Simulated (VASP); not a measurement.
Here is a VASP 6.6.1 calculation.

The input INCAR:

```
SYSTEM = BaTiO3
PREC = Accurate ; ENCUT = 910
EDIFF = 1E-6 ; ISMEAR = -1
SIGMA = 0.05 ; LREAL = .False.
LASPH = .True. ; NELM = 120
ALGO = Normal ; ISIF = 2
LWAVE = .False. ; LCHARG = .False.
GGA = PS ; NBANDS = 28
GGA_COMPAT = .False.
```

KPOINTS

```
Automatic mesh
0
Gamma
  7 7 7
  0 0 0
```

POSCAR

```
BaTiO3
1.0
    3.9285682628      0.0000000000      0.0000000000
    0.0000000000      2.7896340191      2.7928882453
    0.0000000000     -2.7896340191      2.7928882453
Ba Ti O
1 1 3
Direct
    0.0000000000      0.0036138681      0.0036138681
    0.5000000000      0.5122511908      0.5122511908
    0.5000000000      0.9913726089      0.4951367276
    0.5000000000      0.4951367276      0.9913726089
    0.0000000000      0.4945056046      0.4945056046
```

Potentials or basis: VASP PAW PBE potentials, release 64 (Ba_sv, Ti_sv, O_h).

The run is started by

```bash
$ cat potpaw_PBE.64/Ba_sv/POTCAR potpaw_PBE.64/Ti_sv/POTCAR potpaw_PBE.64/O_h/POTCAR > POTCAR
$ mpirun -np 1 vasp_std > vasp.out
```

Task: What does it give for the band gap on the k mesh?

Result: 2.02 eV, indirect (least direct gap 2.12 eV).

Task: What does it give for the pressure?

Result: 6.9 GPa.

Forces on the atoms (eV/Å):
```
Ba   0.000  0.000 -0.028
Ti   0.000  0.000 -0.011
O    0.000  0.001  0.014
O    0.000 -0.001  0.014
O    0.000  0.000  0.013
```

Caveat: the cutoff is under 1.25 times the usual one of these potentials, so pressure, stress and relaxed cells hold a basis-set (Pulay) error; the PAW data sets were made with another functional, which shifts forces and pressure a little; spin-orbit coupling is left out, which moves the levels of the heavy elements. A k mesh can miss the band edges.
